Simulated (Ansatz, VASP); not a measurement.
# TePb: VASP beside Ansatz

```
Pb Te
1.0
     0.00000    3.21900    3.21900
     3.21900    0.00000    3.21900
     3.21900    3.21900    0.00000
Pb Te
1 1
Direct
  0.00000 0.00000 0.00000
  0.50000 0.50000 0.50000
```

Alike in both runs: task single point; functional r2SCAN; k mesh 8 × 8 × 8; occupations gaussian, width 0.01 eV; no spin polarisation.

|  | VASP | Ansatz |
| --- | --- | --- |
| version | VASP 6.6.1 | Ansatz 0.2.0 |
| potentials or method | VASP PAW PBE potentials, release 64 (Pb_d, Te) | scalar-relativistic, plane waves, PAW |
| plane-wave cutoff (eV) | 520 | 500 |
| valence electrons in the cell | 20 | 30 |

```tsv
	VASP	Ansatz	Ansatz less VASP
gap on the k mesh at the Fermi level (eV)	0.99	0.99	-0.004
least direct gap on the mesh (eV)	0.99	0.99	-0.004
```

VASP's potentials were made for PBE, not for r2SCAN. VASP's potentials hold 20 valence electrons a cell and Ansatz's 30, so a difference there can come from the potentials and not from the codes.

Neither program's run includes spin-orbit coupling.
